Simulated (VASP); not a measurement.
# Al (Fmmm) in VASP: further runs

Al is run at these levels: r2SCAN; tasks: single point.

All numbers are computed with VASP 6.6.1; they aren't measurements. Logs are shortened: lines on timing, memory, paths and dates and some standing lists are left out, and cuts for length are marked.

## Step 1: The cell of the first run

The structure is orthorhombic, space group Fmmm (No. 69). Conventional cell: a = 3.189 Å, b = 4.298 Å, c = 4.721 Å, α = 90.00°, β = 90.00°, γ = 90.00°. Al (site symmetry mmm) has 14 Al at 2.68 to 3.19 Å within 3.5 Å.

## Step 2: Single point, r2SCAN (strain +0.0937 x Voigt [0, 0, 0, 0, 0, 1])

Contents of POSCAR:

```
Al
1.0
   -1.5196724078      1.5196724078      1.5943685756
    1.5196724078     -1.5196724078      1.5943685756
    1.6690647434      1.6690647434     -1.5943685756
Al
1
Direct
    0.0000000000      0.0000000000      0.0000000000
```

Contents of INCAR.step1:

```
PREC = Accurate ; ENCUT = 520
ISMEAR = 0 ; SIGMA = 0.15
LREAL = False ; LASPH = True
NELM = 60 ; NBANDS = 8
GGA = PE ; ALGO = Normal
EDIFF = 1E-4 ; LWAVE = True
LCHARG = False
```

Contents of INCAR.step2:

```
PREC = Accurate ; ENCUT = 520
EDIFF = 1E-6 ; ISMEAR = 0
SIGMA = 0.15 ; LREAL = False
LASPH = True ; NELM = 60
ALGO = Normal ; ISIF = 2
LWAVE = False ; LCHARG = True
METAGGA = R2SCAN ; LMIXTAU = True
LELF = True ; LVHAR = True
NBANDS = 8 ; ISTART = 1
```

Contents of KPOINTS:

```
regular mesh
0
Gamma
  26 26 26
```

Potentials or basis: VASP PAW PBE potentials, release 64 (Al).

The run is started by

```bash
$ cat potpaw_PBE.64/Al/POTCAR > POTCAR
$ cp INCAR.step1 INCAR
$ mpirun -np 1 vasp_std > vasp.out
$ cp INCAR.step2 INCAR
$ mpirun -np 1 vasp_std > vasp.out
```

OUTCAR:

```text
PREC = Accurate
   ENCUT = 520
   EDIFF = 1E-6
   ISMEAR = 0
   LREAL = False
   LASPH = True
   NELM = 60
   ISIF = 2
   METAGGA = R2SCAN
   ISTART = 1

 ion  position               nearest neighbor table
   1  0.000  0.000  0.000-

  LATTYP: Found a face centered orthorhombic cell.
 ALAT       =     3.1887371512
 B/A-ratio  =     1.3479576569
 C/A-ratio  =     1.4804694678

  Lattice vectors:

 A1 = (   3.1887371512,   0.1493923356,   0.0000000000)
 A2 = (   1.6690647434,   1.6690647434,   1.5943685756)
 A3 = (   1.5196724078,  -1.5196724078,   1.5943685756)

Analysis of symmetry for initial positions (statically):
=====================================================================
 Subroutine PRICEL returns:
 Original cell was already a primitive cell.

 Routine SETGRP: Setting up the symmetry group for a
 face centered orthorhombic supercell.

 Subroutine GETGRP returns: Found  8 space group operations
 (whereof  8 operations were pure point group operations)
 out of a pool of  8 trial point group operations.

The static configuration has the point symmetry D_2h.

Analysis of symmetry for dynamics (positions and initial velocities):
=====================================================================
 Subroutine PRICEL returns:
 Original cell was already a primitive cell.

 Routine SETGRP: Setting up the symmetry group for a
 face centered orthorhombic supercell.

 Subroutine GETGRP returns: Found  8 space group operations
 (whereof  8 operations were pure point group operations)
 out of a pool of  8 trial point group operations.

The dynamic configuration has the point symmetry D_2h.

 Subroutine INISYM returns: Found  8 space group operations
 (whereof  8 operations are pure point group operations),
 and found     1 'primitive' translations

----------------------------------------------------------------------------------------

                                     Primitive cell

  volume of cell :      16.1760

  direct lattice vectors                    reciprocal lattice vectors
    -1.519672408  1.519672408  1.594368576    -0.014724656  0.314293623  0.313603772
     1.519672408 -1.519672408  1.594368576     0.314293623 -0.014724656  0.313603772
     1.669064743  1.669064743 -1.594368576     0.299568966  0.299568966  0.000000000

  length of vectors
     2.675970779  2.675970779  2.848432093     0.444234873  0.444234873  0.423654495

  position of ions in fractional coordinates (direct lattice)
     0.000000000  0.000000000  0.000000000

  ion indices of the primitive-cell ions
   primitive index   ion index
                 1           1

----------------------------------------------------------------------------------------

 KPOINTS: regular mesh

Automatic generation of k-mesh.
 Grid dimensions read from file:
 generate k-points for:   26   26   26

 Generating k-lattice:

  Cartesian coordinates                     Fractional coordinates (reciprocal lattice)
    -0.000566333  0.012088216  0.012061684     0.038461538  0.000000000 -0.000000000
     0.012088216 -0.000566333  0.012061684     0.000000000  0.038461538 -0.000000000
     0.011521883  0.011521883  0.000000000     0.000000000  0.000000000  0.038461538

  Length of vectors
     0.017085957  0.017085957  0.016294404

  Shift w.r.t. Gamma in fractional coordinates (k-lattice)
     0.000000000  0.000000000  0.000000000

 Subroutine IBZKPT returns following result:
 ===========================================

 Found   2471 irreducible k-points:

 Following reciprocal coordinates:
            Coordinates               Weight
  0.000000  0.000000  0.000000      1.000000
  0.038462  0.000000  0.000000      8.000000
  0.076923  0.000000  0.000000      8.000000
  0.115385  0.000000 -0.000000      8.000000
  0.153846  0.000000 -0.000000      8.000000
  0.192308  0.000000 -0.000000      8.000000
[... 16 lines left out ...]
  0.346154  0.038462  0.000000      8.000000
  0.384615  0.038462  0.000000      8.000000
 [... further k-points ...]
   k-points           NKPTS =   2471   k-points in BZ     NKDIM =   2471   number of bands    NBANDS=      8
   number of dos      NEDOS =    301   number of ions     NIONS =      1
   total plane-waves  NPLWV =   9600
   dimension x,y,z NGX =    20 NGY =   20 NGZ =   24
   dimension x,y,z NGXF=    40 NGYF=   40 NGZF=   48
   ions per type =               1
   NGX,Y,Z   is equivalent  to a cutoff of  12.43, 12.43, 14.01 a.u.
   NGXF,Y,Z  is equivalent  to a cutoff of  24.85, 24.85, 28.01 a.u.
 SYSTEM =  unknown system
   PREC   = accura    normal or accurate (medium, high low for compatibility)
   ISTART =      1    job   : 0-new  1-cont  2-samecut
   ICHARG =      0    charge: 1-file 2-atom 10-const
   ISPIN  =      1    spin polarized calculation?
   LNONCOLLINEAR =      F non collinear calculations
   LSORBIT =      F    spin-orbit coupling
   LASPH  =      T    aspherical Exc in radial PAW
   ENCUT  =  520.0 eV  38.22 Ry    6.18 a.u.   4.98  4.98  5.30*2*pi/ulx,y,z
   NELM   =     60;   NELMIN=  2; NELMDL=  0     # of ELM steps
   EDIFF  = 0.1E-05   stopping-criterion for ELM
   LREAL  =      F    real-space projection
   EDIFFG = 0.1E-04   stopping-criterion for IOM
   NSW    =      0    number of steps for IOM
   IBRION =     -1    ionic relax: 0-MD 1-quasi-New 2-CG
   NFREE  =      0    steps in history (QN), initial steepest desc. (CG)
   ISIF   =      2    stress and relaxation
   ISYM   =      2    0-nonsym 1-usesym 2-fastsym
   POTIM  = 0.5000    time-step for ionic-motion
   TEBEG  =    0.0;   TEEND  =   0.0 temperature during run
   PSTRESS=    0.0 pullay stress
   NELECT =       3.0000    total number of electrons
   NUPDOWN=      -1.0000    fix difference up-down
   EMIN   =  10.00;   EMAX   =-10.00  energy-range for DOS
   EFERMI =   0.00;   METHOD = LEGACY
   ISMEAR =     0;   SIGMA  =   0.15  broadening in eV -4-tet -1-fermi 0-gaus
   EFERMI_NEDOS =   21; number of points for ismear=-14 and -15
   IALGO  =     38    algorithm
   IMIX   =      4    mixing-type and parameters
     AMIX     =   0.40;   BMIX     =  1.00
     AMIX_MAG =   1.60;   BMIX_MAG =  1.00
  volume/ion in A,a.u.               =      16.18       109.16
  Fermi-wavevector in a.u.,A,eV,Ry     =   0.933594  1.764236 11.858802  0.871597
  Thomas-Fermi vector in A             =   2.060311
   LORBIT       =      0    0 simple, 1 ext, 2 COOP (PROOUT), +10 PAW based schemes
   METAGGA = R2SCAN    functional components
   LHFCALC =     F    Hartree Fock is set to
   AEXX    =    0.0000 exact exchange contribution
   IVDW    =     0    specifies the selected vdW correction
   LEPSILON=     F    determine dielectric tensor
   LRPA    =     F    only Hartree local field effects (RPA)
 non-spin polarized calculation
 Gauss-broadening in eV      SIGMA  =   0.15
  energy-cutoff  :      520.00
  volume of cell :       16.18
 maximum number of plane-waves:       454
   NGX =  9   NGY =  9   NGZ = 11

 number of electron       3.0000000 magnetization

 Free energy of the ion-electron system (eV)
  ---------------------------------------------------
  ext. energy  EPLUGINS =         0.00000000
  ---------------------------------------------------
  free energy    TOTEN  =        -6.60215036 eV

  energy without entropy =       -6.59793035  energy(sigma->0) =       -6.60004036

 E-fermi :   8.2377     XC(G=0): -10.9922

 val. band max:        8.2355229219   @ k =  -0.1923   0.5000   0.3462
 cond. band min:       8.2395908263   @ k =  -0.1538  -0.3462   0.0769
 fundamental gap:      0.0040679045
 Fermi energy:         8.2377383432

 k-point     1 :       0.0000    0.0000    0.0000
  band No.  band energies     occupation
      1      -3.7642      2.00000
      2      21.4231      0.00000
      3      21.7245      0.00000
      4      22.6249      0.00000
      5      23.1568      0.00000
      6      24.5119      0.00000
      7      25.1406      0.00000
      8      25.7368      0.00000

 k-point     2 :       0.0385    0.0000    0.0000
  band No.  band energies     occupation
      1      -3.7182      2.00000
      2      21.0238      0.00000
      3      21.3379      0.00000
      4      22.5086      0.00000
      5      23.2550      0.00000
      6      24.5326      0.00000
      7      25.0416      0.00000
      8      25.6357      0.00000

 k-point     3 :       0.0769    0.0000    0.0000
  band No.  band energies     occupation
      1      -3.5803      2.00000
      2      20.1705      0.00000
      3      20.4193      0.00000
      4      21.7552      0.00000
      5      23.8293      0.00000
      6      24.1177      0.00000
      7      24.9892      0.00000
      8      26.0719      0.00000

 k-point     4 :       0.1154    0.0000   -0.0000
  band No.  band energies     occupation
      1      -3.3509      2.00000
      2      18.6885      0.00000
      3      19.6970      0.00000
      4      20.9754      0.00000
      5      23.4209      0.00000
      6      24.2453      0.00000
      7      25.1089      0.00000
      8      26.1653      0.00000

 k-point     5 :       0.1538    0.0000   -0.0000
  band No.  band energies     occupation
      1      -3.0303      2.00000
      2      17.0266      0.00000
      3      19.0547      0.00000
      4      20.2443      0.00000
      5      22.8076      0.00000
      6      23.9607      0.00000
      7      25.6060      0.00000
      8      26.3658      0.00000
[... 177 lines left out ...]
 k-point    22 :       0.3077    0.0385   -0.0000
  band No.  band energies     occupation
      1      -0.4814      2.00000
      2       9.8715      0.00000
      3      16.6700      0.00000
      4      17.4368      0.00000
      5      20.1870      0.00000
      6      23.1678      0.00000
      7      27.6232      0.00000
      8      29.3510      0.00000

 k-point    23 :       0.3462    0.0385    0.0000
  band No.  band energies     occupation
      1       0.3197      2.00000
      2       8.4278      0.07312
      3      16.4297      0.00000
      4      17.1302      0.00000
      5      19.8547      0.00000
      6      22.8189      0.00000
      7      28.2683      0.00000
      8      30.0543      0.00000

 k-point    24 :       0.3846    0.0385    0.0000
  band No.  band energies     occupation
      1       1.2029      2.00000
      2       7.0593      2.00000
      3      16.2696      0.00000
      4      16.8945      0.00000
      5      19.6057      0.00000
      6      22.5270      0.00000
      7      28.9497      0.00000
      8      30.7424      0.00000

 [... further k-points ...]

------------------------ aborting loop because EDIFF is reached ----------------------------------------

  FORCE on cell =-STRESS in cart. coord.  units (eV):
  Direction    XX          YY          ZZ          XY          YZ          ZX
  --------------------------------------------------------------------------------------
  -------------------------------------------------------------------------------------
  Total        0.0705853      0.0705853      0.0632384     -0.5345206      0.0000000      0.0000000
  in kB        6.9912234      6.9912234      6.2635379    -52.9423385      0.0000000      0.0000000
  external PRESSURE =       6.7486616 kB  Pullay stress =       0.0000000 kB

 VOLUME and BASIS-vectors are now :
 -----------------------------------------------------------------------------
  energy-cutoff  :      520.00
  volume of cell :       16.18
      direct lattice vectors                 reciprocal lattice vectors
    -1.519672408  1.519672408  1.594368576    -0.014724656  0.314293623  0.313603772
     1.519672408 -1.519672408  1.594368576     0.314293623 -0.014724656  0.313603772
     1.669064743  1.669064743 -1.594368576     0.299568966  0.299568966  0.000000000

 POSITION                                       TOTAL-FORCE (eV/Angst)
 -----------------------------------------------------------------------------------
      0.00000      0.00000      0.00000         0.000000      0.000000      0.000000
 -----------------------------------------------------------------------------------
    total drift:                                0.000000     -0.000000     -0.000000

  FREE ENERGIE OF THE ION-ELECTRON SYSTEM (eV)
  ---------------------------------------------------
  free  energy   TOTEN  =        -6.6021503640 eV

  energy  without entropy=       -6.5979303475  energy(sigma->0) =       -6.60004036
```

Run time: 7.9 min. Hardware: 1 thread of Intel Xeon Platinum 8375C at 2.90GHz (Ice Lake), shared host; peak memory 0.36 GiB.

What came out:

- Free energy: -6.6022 eV
- Pressure: 0.7 GPa
- Band gap on the k mesh: zero (an odd number of electrons rules out a gap without spin polarisation)

Stress tensor (GPa, compression positive):
```
 0.70 -5.29  0.00
-5.29  0.70  0.00
 0.00  0.00  0.63
```

Caveat: the cell differs from its parent crystal (strain +0.0937 x Voigt [0, 0, 0, 0, 0, 1]); the PAW data sets were made with another functional, which shifts forces and pressure a little.

[end of part 1 of 2]
